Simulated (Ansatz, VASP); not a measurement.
Given: the input of a run of Ansatz 0.2.0 on Zr.

The input input.yaml:

```yaml
crystal:
  lattice:
    - [-1.81, 1.81, 1.81]
    - [1.81, -1.81, 1.81]
    - [1.81, 1.81, -1.81]
  atoms:
    - { symbol: Zr, position: [0.0, 0.0, 0.0] }
kpoints:
  mp_grid: { grid: [4, 4, 4] }
scf:
  occupations: { method: fermi_dirac, width: 0.02 }
hamiltonian:
  xc: pbe
  pseudopotentials: { kind: all_electron, lapw: { basis_error: 0.003 } }
output:
  forces: true
  stress: true
  eigenvalues: true
```

Potentials or basis: all-electron LAPW, scalar-relativistic.

Run with:

```sh
$ ansatz run input.yaml --threads 1 --pin off --max-ram 2560MiB --backend cpu --events-out ev --progress --plain --runs-dir out
```

Task: Translate it to VASP 6.6.1. Potentials there: VASP PAW PBE potentials, release 64 (Zr_sv).

Result: As run (the cutoff follows the program's own potentials):

INCAR

```
SYSTEM = Zr
PREC = Accurate
ENCUT = 500
EDIFF = 1E-6
ISMEAR = -1
SIGMA = 0.02
LREAL = .FALSE.
LASPH = .TRUE.
NELM = 120
ALGO = Normal
ISIF = 2
LWAVE = .FALSE.
LCHARG = .FALSE.
GGA = PE
NBANDS = 12
GGA_COMPAT = .FALSE.
```

File KPOINTS:

```
Automatic mesh
0
G
  4 4 4
  0 0 0
```

File POSCAR:

```
Zr
1.0
   -1.8100000000      1.8100000000      1.8100000000
    1.8100000000     -1.8100000000      1.8100000000
    1.8100000000      1.8100000000     -1.8100000000
Zr
1
Direct
    0.0000000000      0.0000000000      0.0000000000
```

Potentials or basis: VASP PAW PBE potentials, release 64 (Zr_sv).

Launch:

```console
$ cat potpaw_PBE.64/Zr_sv/POTCAR > POTCAR
$ mpirun -np 1 vasp_std > vasp.out
```

Both were run:

|  | VASP | Ansatz | Ansatz less VASP |
| --- | --- | --- | --- |
| gap on the k mesh at the Fermi level (eV) | none | none | - |
| pressure (GPa) | -1.7 | -1.7 | -0.02 |

A gap of «none» marks a metal or a gap that the smearing closes. Ansatz ran all-electron here, and VASP with PAW potentials.

The k mesh is coarse, so the values compare programs but aren't converged.
